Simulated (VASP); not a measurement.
ZnS (Wurtzite-2H):

```xyz
4
Lattice="3.8362 0.0000 0.0000 -1.9181 3.3223 0.0000 0.0000 0.0000 6.2753" Properties=species:S:1:pos:R:3 pbc="T T T"
Zn    1.9181    1.1074    3.1376
Zn    0.0000    2.2149    0.0000
S     1.9181    1.1074    5.5536
S     0.0000    2.2149    2.4160
```

Program: VASP 6.6.1. Alike in all runs: task single point; no spin polarisation; cell as given; k mesh 8 × 8 × 5; cutoff (eV) 520; smearing fermi-dirac 0.05 eV.

Problem. Order these runs on this cell by their band gap on the k mesh, lowest first.
A. level LDA; potentials or basis VASP PAW LDA potentials, release 64 (Zn, S)
B. level BLYP+D3(BJ); potentials or basis VASP PAW PBE potentials, release 64 (Zn, S)
C. level RPBE+D4; potentials or basis VASP PAW PBE potentials, release 64 (Zn, S)

Solution. A (1.92 eV), B (2.16 eV), C (2.33 eV).
